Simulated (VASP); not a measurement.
HfB2, 3 atoms in the cell. It takes space group P6/mmm (No. 191, hexagonal). Conventional cell: a = 3.181 Å, b = 3.181 Å, c = 3.526 Å, α = 90.00°, β = 90.00°, γ = 120.00°. Hf (site symmetry 6/mmm) has 12 B at 2.55 Å and 6 Hf at 3.18 Å within 3.4 Å. Within 2.4 Å of B (site symmetry -6m2) lie 3 B at 1.84 Å. 

```yaml
Program: VASP 6.6.1
Task: single point
Functional: PBE
Potentials_or_basis: VASP PAW PBE potentials, release 64 (Hf_pv, B)
Cutoff: 520 eV
k_mesh: 11 × 11 × 8
Occupations: fermi-dirac, width 0.05 eV
Spin: no spin polarisation
Dipole_correction: no
Further_INCAR_settings: ALGO = Normal; EDIFF = 1e-06; NBANDS = 15
```

Potentials or basis: VASP PAW PBE potentials, release 64 (Hf_pv, B).

Command:

```bash
$ cat potpaw_PBE.64/Hf_pv/POTCAR potpaw_PBE.64/B/POTCAR > POTCAR
$ mpirun -np 1 vasp_std > vasp.out
```

Hardware: 1 thread of Intel(R) Xeon(R) 6975P-C (Granite Rapids), on a shared host.

Q: Estimate the wall time of this run.

A: It took 16 s on 1 thread of Intel(R) Xeon(R) 6975P-C (Granite Rapids), with other jobs on the host, peak memory 0.17 GiB. Counts: scf iterations 13, k points 80.
